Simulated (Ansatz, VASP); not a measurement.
SnO: VASP beside Ansatz

```
CELL_PARAMETERS angstrom
2.73265 -2.73489 0.00000
2.73265 2.73489 0.00000
0.00000 0.00000 10.28041
ATOMIC_POSITIONS crystal
Sn 0.99987 0.00013 0.99143
Sn 0.00013 0.99987 0.49143
Sn 0.50014 0.49986 0.26557
Sn 0.49986 0.50014 0.76557
O 0.00025 0.49971 0.37850
O 0.99975 0.50029 0.87850
O 0.50029 0.99975 0.37850
O 0.49971 0.00025 0.87850
```

Alike in both runs: functional PBE; k mesh 4 × 4 × 2; occupations gaussian, width 0.1 eV; no spin polarisation.

Ansatz relaxed the structure, and its values are those at the end. VASP's run is a single point on that final structure, the one shown.

|  | VASP | Ansatz |
| --- | --- | --- |
| version | VASP 6.6.1 | Ansatz 0.2.0 |
| potentials or method | VASP PAW PBE potentials, release 64 (Sn_d, O_h), cutoff 910 eV | scalar-relativistic, plane waves, PAW |
| valence electrons in the cell | 80 | 80 |

VASP gave:

* gap on the k mesh at the Fermi level (eV): 0.59
* least direct gap on the mesh (eV): 1.74
* rms of the force components (eV/Å): 0.030

Problem. What did Ansatz give for the same quantities?

Solution. gap on the k mesh at the Fermi level (eV): 0.58; least direct gap on the mesh (eV): 1.79; rms of the force components (eV/Å): 0.002.

With one functional, cell and mesh, what is left measures potentials, basis and numerics.

Noted on VASP's run: the cutoff is short for stress, so the pressure is rough.
